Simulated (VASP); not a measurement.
# NiO (P6_3/mmc) in VASP: relaxation of shape and atoms at fixed volume with PBE

Aim: the relaxation of shape and atoms at fixed volume of NiO with PBE.

Program: VASP 6.6.1. These are calculated values, not measurements. Logs are shortened: lines on timing, memory, paths and dates and some standing lists are left out, and cuts for length are marked.

## 1. The cell of the first run

Symmetry: P6_3/mmc, No. 194, hexagonal system. The conventional cell has a = 2.851 Å, b = 2.851 Å, c = 4.987 Å, α = 90.00°, β = 90.00°, γ = 120.00°. Ni (site symmetry -3m) has 6 O at 2.06 Å and 2 Ni at 2.49 Å within 2.7 Å. O (site symmetry -6m2) has 6 Ni at 2.06 Å within 2.7 Å.

## 2. Relaxation of shape and atoms at fixed volume, PBE, collinear spin, antiferromagnetic start (8.78 Å³/atom)

Input file INCAR:

```
PREC = Accurate ; ENCUT = 600
EDIFF = 1E-6 ; ISMEAR = 0
SIGMA = 0.05 ; LREAL = F
LASPH = T ; NELM = 150
ALGO = Normal ; ISIF = 4
LWAVE = F ; LCHARG = F
ISPIN = 2 ; MAGMOM = 1.43 -1.43 0 0
LORBIT = 11 ; LMAXMIX = 4
GGA = PE ; IBRION = 2
NSW = 60 ; EDIFFG = -0.01
```

Input file KPOINTS:

```
Automatic mesh
0
Gamma
  12 12 8
```

Input file POSCAR:

```
NiO
1.0
    2.8512709695      0.0000000000      0.0000000000
   -1.4256354847      2.4692730927      0.0000000000
    0.0000000000      0.0000000000      4.9865995824
Ni O
2 2
Direct
    0.0000000000      0.0000000000      0.0000000000
    0.0000000000      0.0000000000      0.5000000000
    0.3333333333      0.6666666667      0.2499999368
    0.6666666667      0.3333333333      0.7500000632
```

Potentials or basis: VASP PAW PBE potentials, release 64 (Ni, O).

Launch:

```bash
cat potpaw_PBE.64/Ni/POTCAR potpaw_PBE.64/O/POTCAR > POTCAR
mpirun -np 1 vasp_std > vasp.out
```

OUTCAR:

```text
PREC = Accurate
   ENCUT = 600
   EDIFF = 1E-6
   ISMEAR = 0
   LREAL = F
   LASPH = T
   NELM = 150
   ISIF = 4
   ISPIN = 2
   LORBIT = 11
   GGA = PE
   IBRION = 2
   NSW = 60
   EDIFFG = -0.01

 ion  position               nearest neighbor table
   1  0.000  0.000  0.000-   3 2.06   4 2.06   4 2.06   3 2.06   4 2.06   3 2.06   2 2.49   2 2.49

   2  0.000  0.000  0.500-   3 2.06   4 2.06   4 2.06   3 2.06   4 2.06   3 2.06   1 2.49   1 2.49

   3  0.333  0.667  0.250-   1 2.06   1 2.06   1 2.06   2 2.06   2 2.06   2 2.06
   4  0.667  0.333  0.750-   1 2.06   1 2.06   1 2.06   2 2.06   2 2.06   2 2.06

  LATTYP: Found a hexagonal cell.
 ALAT       =     2.8512709695
 C/A-ratio  =     1.7489041328

  Lattice vectors:

 A1 = (   2.8512709695,   0.0000000000,   0.0000000000)
 A2 = (  -1.4256354847,   2.4692730927,   0.0000000000)
 A3 = (   0.0000000000,   0.0000000000,   4.9865995824)

Analysis of symmetry for initial positions (statically):
=====================================================================
 Subroutine PRICEL returns:
 Original cell was already a primitive cell.

 Routine SETGRP: Setting up the symmetry group for a
 hexagonal supercell.

 Subroutine GETGRP returns: Found 24 space group operations
 (whereof 12 operations were pure point group operations)
 out of a pool of 24 trial point group operations.

The static configuration has the point symmetry D_3d.
 The point group associated with its full space group is D_6h.

Analysis of symmetry for dynamics (positions and initial velocities):
=====================================================================
 Subroutine PRICEL returns:
 Original cell was already a primitive cell.

 Routine SETGRP: Setting up the symmetry group for a
 hexagonal supercell.

 Subroutine GETGRP returns: Found 24 space group operations
 (whereof 12 operations were pure point group operations)
 out of a pool of 24 trial point group operations.

The dynamic configuration has the point symmetry D_3d.
 The point group associated with its full space group is D_6h.

Analysis of structural, dynamic, and magnetic symmetry:
=====================================================================
 Subroutine PRICEL returns:
 Original cell was already a primitive cell.

 Routine SETGRP: Setting up the symmetry group for a
 hexagonal supercell.

 Subroutine GETGRP returns: Found 24 space group operations
 (whereof 12 operations were pure point group operations)
 out of a pool of 24 trial point group operations.

The overall configuration has the point symmetry D_3d.
 The point group associated with its full space group is D_6h.

 Subroutine INISYM returns: Found 24 space group operations
 (whereof 12 operations are pure point group operations),
 and found     1 'primitive' translations

----------------------------------------------------------------------------------------

                                     Primitive cell

  volume of cell :      35.1085

  direct lattice vectors                    reciprocal lattice vectors
     2.851270969  0.000000000  0.000000000     0.350720788  0.202488741  0.000000000
    -1.425635485  2.469273093  0.000000000     0.000000000  0.404977482  0.000000000
     0.000000000  0.000000000  4.986599582     0.000000000  0.000000000  0.200537457

  length of vectors
     2.851270969  2.851270970  4.986599582     0.404977482  0.404977482  0.200537457

  position of ions in fractional coordinates (direct lattice)
     0.000000000  0.000000000  0.000000000
     0.000000000  0.000000000  0.500000000
     0.333333333  0.666666667  0.249999937
     0.666666667  0.333333333  0.750000063

  ion indices of the primitive-cell ions
   primitive index   ion index
                 1           1
                 2           2
                 3           3
                 4           4

----------------------------------------------------------------------------------------

 KPOINTS: Automatic mesh

Automatic generation of k-mesh.
 Grid dimensions read from file:
 generate k-points for:   12   12    8

 Generating k-lattice:

  Cartesian coordinates                     Fractional coordinates (reciprocal lattice)
     0.029226732  0.016874062  0.000000000     0.083333333 -0.000000000  0.000000000
     0.000000000  0.033748124  0.000000000     0.000000000  0.083333333  0.000000000
     0.000000000  0.000000000  0.025067182     0.000000000  0.000000000  0.125000000

  Length of vectors
     0.033748124  0.033748124  0.025067182

  Shift w.r.t. Gamma in fractional coordinates (k-lattice)
     0.000000000  0.000000000  0.000000000

 Subroutine IBZKPT returns following result:
 ===========================================

 Found     95 irreducible k-points:

 Following reciprocal coordinates:
            Coordinates               Weight
  0.000000  0.000000  0.000000      1.000000
  0.083333  0.000000  0.000000      6.000000
  0.166667 -0.000000  0.000000      6.000000
  0.250000 -0.000000  0.000000      6.000000
  0.333333  0.000000  0.000000      6.000000
  0.416667  0.000000  0.000000      6.000000
[... 16 lines left out ...]
  0.250000 -0.000000  0.125000     12.000000
  0.333333  0.000000  0.125000     12.000000
 [... further k-points ...]
   k-points           NKPTS =     95   k-points in BZ     NKDIM =     95   number of bands    NBANDS=     20
   number of dos      NEDOS =    301   number of ions     NIONS =      4
   total plane-waves  NPLWV =  23040
   dimension x,y,z NGX =    24 NGY =   24 NGZ =   40
   dimension x,y,z NGXF=    48 NGYF=   48 NGZF=   80
   ions per type =               2   2
   NGX,Y,Z   is equivalent  to a cutoff of  13.99, 13.99, 13.34 a.u.
   NGXF,Y,Z  is equivalent  to a cutoff of  27.99, 27.99, 26.67 a.u.
 SYSTEM =  unknown system
   PREC   = accura    normal or accurate (medium, high low for compatibility)
   ISTART =      0    job   : 0-new  1-cont  2-samecut
   ICHARG =      2    charge: 1-file 2-atom 10-const
   ISPIN  =      2    spin polarized calculation?
   LNONCOLLINEAR =      F non collinear calculations
   LSORBIT =      F    spin-orbit coupling
   LASPH  =      T    aspherical Exc in radial PAW
   ENCUT  =  600.0 eV  44.10 Ry    6.64 a.u.   5.69  5.69  9.96*2*pi/ulx,y,z
   NELM   =    150;   NELMIN=  2; NELMDL= -5     # of ELM steps
   EDIFF  = 0.1E-05   stopping-criterion for ELM
   LREAL  =      F    real-space projection
   EDIFFG = -.1E-01   stopping-criterion for IOM
   NSW    =     60    number of steps for IOM
   IBRION =      2    ionic relax: 0-MD 1-quasi-New 2-CG
   NFREE  =      1    steps in history (QN), initial steepest desc. (CG)
   ISIF   =      4    stress and relaxation
   ISYM   =      2    0-nonsym 1-usesym 2-fastsym
   POTIM  = 0.5000    time-step for ionic-motion
   TEBEG  =    0.0;   TEEND  =   0.0 temperature during run
   PSTRESS=    0.0 pullay stress
   NELECT =      32.0000    total number of electrons
   NUPDOWN=      -1.0000    fix difference up-down
   EMIN   =  10.00;   EMAX   =-10.00  energy-range for DOS
   EFERMI =   0.00;   METHOD = LEGACY
   ISMEAR =     0;   SIGMA  =   0.05  broadening in eV -4-tet -1-fermi 0-gaus
   EFERMI_NEDOS =   21; number of points for ismear=-14 and -15
   IALGO  =     38    algorithm
   IMIX   =      4    mixing-type and parameters
     AMIX     =   0.40;   BMIX     =  1.00
     AMIX_MAG =   1.60;   BMIX_MAG =  1.00
  volume/ion in A,a.u.               =       8.78        59.23
  Fermi-wavevector in a.u.,A,eV,Ry     =   1.587282  2.999528 34.279395  2.519464
  Thomas-Fermi vector in A             =   2.686464
   LORBIT       =     11    0 simple, 1 ext, 2 COOP (PROOUT), +10 PAW based schemes
   GGA     = PE    functional components
   LHFCALC =     F    Hartree Fock is set to
   AEXX    =    0.0000 exact exchange contribution
   IVDW    =     0    specifies the selected vdW correction
   LEPSILON=     F    determine dielectric tensor
   LRPA    =     F    only Hartree local field effects (RPA)
 conjugate gradient relaxation of ions
 spin polarized calculation
 Gauss-broadening in eV      SIGMA  =   0.05
  energy-cutoff  :      600.00
  volume of cell :       35.11
 maximum number of plane-waves:      1196
 NGX is ok and might be reduce to    24
   NGX = 11   NGY = 11   NGZ = 19

--------------------------------------- Ionic step        1  -------------------------------------------

 number of electron      32.0000000 magnetization       0.0000000

 number of electron      31.9999987 magnetization      -0.0000000

 Free energy of the ion-electron system (eV)
  ---------------------------------------------------
  ext. energy  EPLUGINS =         0.00000000
  ---------------------------------------------------
  free energy    TOTEN  =       -23.26391914 eV

  energy without entropy =      -23.26391914  energy(sigma->0) =      -23.26391914

------------------------ aborting loop because EDIFF is reached ----------------------------------------

  FORCE on cell =-STRESS in cart. coord.  units (eV):
  Direction    XX          YY          ZZ          XY          YZ          ZX
  --------------------------------------------------------------------------------------
  -------------------------------------------------------------------------------------
  Total        2.5103939      2.5103939      2.6869831      0.0000000     -0.0000000      0.0000000
  in kB      114.5619340    114.5619340    122.6205925      0.0000000     -0.0000000      0.0000000
  external PRESSURE =     117.2481535 kB  Pullay stress =       0.0000000 kB

 VOLUME and BASIS-vectors are now :
 -----------------------------------------------------------------------------
  energy-cutoff  :      600.00
  volume of cell :       35.11
      direct lattice vectors                 reciprocal lattice vectors
     2.851270969  0.000000000  0.000000000     0.350720788  0.202488741  0.000000000
    -1.425635485  2.469273093  0.000000000     0.000000000  0.404977482  0.000000000
     0.000000000  0.000000000  4.986599582     0.000000000  0.000000000  0.200537457
[... 39 lines left out ...]
 POSITION                                       TOTAL-FORCE (eV/Angst)
 -----------------------------------------------------------------------------------
      2.84925      0.00000      4.99368        -0.000000      0.000000     -0.000000
      2.84925      0.00000      2.49684        -0.000000     -0.000000     -0.000000
     -0.00000      1.64501      1.24842        -0.000000      0.000000     -0.000000
      1.42462      0.82251      3.74526         0.000000     -0.000000      0.000000
 -----------------------------------------------------------------------------------
    total drift:                                0.000000     -0.000000     -0.000000

  FREE ENERGIE OF THE ION-ELECTRON SYSTEM (eV)
  ---------------------------------------------------
  free  energy   TOTEN  =       -23.2640957245 eV

  energy  without entropy=      -23.2640957245  energy(sigma->0) =      -23.26409572

--------------------------------------- Ionic step        3  -------------------------------------------

 number of electron      31.9999992 magnetization      -0.0000000

 Free energy of the ion-electron system (eV)
  ---------------------------------------------------
  ext. energy  EPLUGINS =         0.00000000
  ---------------------------------------------------
  free energy    TOTEN  =       -23.26412952 eV

  energy without entropy =      -23.26412952  energy(sigma->0) =      -23.26412952

 E-fermi :   8.2829     XC(G=0): -12.8719

 val. band max:        8.0039726586   @ k =   0.2500  -0.0000   0.5000
 cond. band min:       8.7526270743   @ k =   0.2500  -0.0000   0.3750
 fundamental gap:      0.7486544157
 Fermi energy:         8.2829394190

 spin component 1

 k-point     1 :       0.0000    0.0000    0.0000
  band No.  band energies     occupation
      1     -12.1780      1.00000
      2     -10.8784      1.00000
      3      -0.1427      1.00000
      4       2.9489      1.00000
      5       2.9489      1.00000
      6       4.9073      1.00000
[... 12 lines left out ...]
     19      10.2752      0.00000
     20      14.7295      0.00000
[... 508 lines left out ...]
  band No.  band energies     occupation
      1     -11.1343      1.00000
      2     -10.6196      1.00000
      3       1.1385      1.00000
      4       1.5290      1.00000
      5       2.2919      1.00000
      6       2.9123      1.00000
[... 12 lines left out ...]
     19      14.1016      0.00000
     20      16.8642      0.00000

 [... further k-points ...]

 spin component 2

 k-point     1 :       0.0000    0.0000    0.0000
  band No.  band energies     occupation
      1     -12.1780      1.00000
      2     -10.8784      1.00000
      3      -0.1427      1.00000
      4       2.9489      1.00000
      5       2.9489      1.00000
      6       4.9074      1.00000
[... 12 lines left out ...]
     19      10.2752      0.00000
     20      14.7295      0.00000
[... 551 lines left out ...]
 POSITION                                       TOTAL-FORCE (eV/Angst)
 -----------------------------------------------------------------------------------
     -1.42371      2.46594      0.00000        -0.000000      0.000000     -0.000000
     -1.42371      2.46594      2.50005        -0.000000      0.000000     -0.000000
     -0.00000      1.64396      1.25002         0.000000     -0.000000      0.000000
      1.42371      0.82198      3.75007        -0.000000     -0.000000     -0.000000
 -----------------------------------------------------------------------------------
    total drift:                               -0.000000      0.000000     -0.000000

  FREE ENERGIE OF THE ION-ELECTRON SYSTEM (eV)
  ---------------------------------------------------
  free  energy   TOTEN  =       -23.2641295197 eV

  energy  without entropy=      -23.2641295197  energy(sigma->0) =      -23.26412952

 reached required accuracy - stopping structural energy minimisation

 total charge

# of ion       s       p       d       tot
------------------------------------------
    1        0.352   0.458   8.310   9.120
    2        0.352   0.458   8.310   9.120
    3        1.562   3.416   0.000   4.978
    4        1.562   3.416   0.000   4.978
--------------------------------------------------
tot          3.827   7.748  16.621  28.196

 magnetization (x)

# of ion       s       p       d       tot
------------------------------------------
    1       -0.006  -0.011   1.289   1.271
    2        0.006   0.011  -1.289  -1.271
    3        0.000   0.000   0.000   0.000
    4        0.000   0.000   0.000   0.000
--------------------------------------------------
tot          0.000   0.000  -0.000  -0.000
```

It took 6.3 min on 1 thread of Oxide Virtual Turin-like, shared host; peak memory 0.23 GiB.

Results:

```
Free energy                                           : -23.2641 eV
Energy gained by relaxing                             : 0.1 meV/atom
Ionic steps                                           : 3
Pressure after relaxing                               : 11.6 GPa
Band gap on the k mesh                                : 0.75 eV (least direct gap 0.84 eV)
Net moment                                            : 0.00 μB per cell
Site moments                                          : Ni +1.27, -1.27; O +0.00 μB
Valence electrons inside the program's atomic spheres : Ni 9.12; O 4.98
```

The path:
| step | energy change (eV) | largest force (eV/Å) | pressure (GPa) | volume (Å³) |
| --- | --- | --- | --- | --- |
| 1 | 0.0000 | 0.0000 | 11.72 | 35.11 |
| 2 | -0.0002 | 0.0000 | 11.65 | 35.11 |
| 3 | -0.0002 | 0.0000 | 11.59 | 35.11 |

Final structure:
```cif
data_structure
_symmetry_space_group_name_H-M 'P 1'
_symmetry_Int_Tables_number 1
_cell_length_a 2.8474
_cell_length_b 2.8474
_cell_length_c 5.0001
_cell_angle_alpha 90.000
_cell_angle_beta 90.000
_cell_angle_gamma 120.000
_cell_volume 35.11
loop_
_atom_site_label
_atom_site_type_symbol
_atom_site_fract_x
_atom_site_fract_y
_atom_site_fract_z
_atom_site_occupancy
Ni1 Ni 0.00000 0.00000 0.00000 1
Ni2 Ni 0.00000 0.00000 0.50000 1
O1 O 0.33333 0.66667 0.25000 1
O2 O 0.66667 0.33333 0.75000 1
```

A k mesh can miss the band edges.
